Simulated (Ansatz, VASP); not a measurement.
# Hf in VASP and in Ansatz

POSCAR

```
Hf
1.0
   -1.8591500000      1.8050000000      1.8050000000
    1.8591500000     -1.8050000000      1.8050000000
    1.8591500000      1.8050000000     -1.8050000000
Hf
1
Direct
    0.0000000000      0.0000000000      0.0000000000
```

File INCAR.step1:

```
SYSTEM = Hf
PREC = Accurate ; ENCUT = 520
ISMEAR = 0 ; SIGMA = 0.15
LREAL = .FALSE. ; LASPH = .TRUE.
NELM = 60 ; NBANDS = 11
GGA = PE ; ALGO = Normal
EDIFF = 1E-4 ; LWAVE = .TRUE.
LCHARG = .FALSE.
```

INCAR.step2

```
SYSTEM = Hf
PREC = Accurate ; ENCUT = 520
EDIFF = 1E-7 ; ISMEAR = 0
SIGMA = 0.15 ; LREAL = .FALSE.
LASPH = .TRUE. ; NELM = 60
ALGO = Normal ; ISIF = 2
LWAVE = .FALSE. ; LCHARG = .FALSE.
METAGGA = R2SCAN ; LMIXTAU = .TRUE.
NBANDS = 11 ; ISTART = 1
```

The input KPOINTS:

```
Automatic mesh
0
G
  18 18 18
  0 0 0
```

Input for Ansatz:

```yaml
crystal:
  lattice:
    - [-1.85915, 1.805, 1.805]
    - [1.85915, -1.805, 1.805]
    - [1.85915, 1.805, -1.805]
  atoms:
    - { symbol: Hf, position: [0.0, 0.0, 0.0] }
basis:
  ecutwfc: 500
kpoints:
  mp_grid: { grid: [18, 18, 18] }
hamiltonian:
  xc: r2scan
scf:
  occupations: { method: gaussian, width: 0.15 }
output:
  forces: true
  stress: true
  eigenvalues: true
```

Change from the starting cell: strain +0.0300 x Voigt [1, 0, 0, 0, 0, 0], atoms carried along.

Alike in both runs: task single point; functional r2SCAN; k mesh 18 × 18 × 18; occupations gaussian, width 0.15 eV; no spin polarisation.

```csv
,VASP,Ansatz
version,VASP 6.6.1,Ansatz 0.2.0
potentials or method,"VASP PAW PBE potentials, release 64 (Hf_pv), cutoff 520 eV","scalar-relativistic, plane waves, PAW"
valence electrons in the cell,10,26
```

Ansatz gave:

- gap on the k mesh at the Fermi level (eV): none
- pressure (GPa): -7.7
- traceless stress, the component that is largest in VASP (GPa): 1.24

**Question.** Estimate VASP's values.

**Answer.** gap on the k mesh at the Fermi level (eV): none; pressure (GPa): -8.2; traceless stress, the component that is largest in VASP (GPa): 1.30.

VASP's potentials were made for PBE, not for r2SCAN. A gap of «none» marks a metal or a gap that the smearing closes. The functional is the same, so the differences come from potentials, cutoffs and numerics. VASP's potentials hold 10 valence electrons a cell and Ansatz's 26, so a difference there can come from the potentials and not from the codes.

Spin-orbit coupling is off throughout.
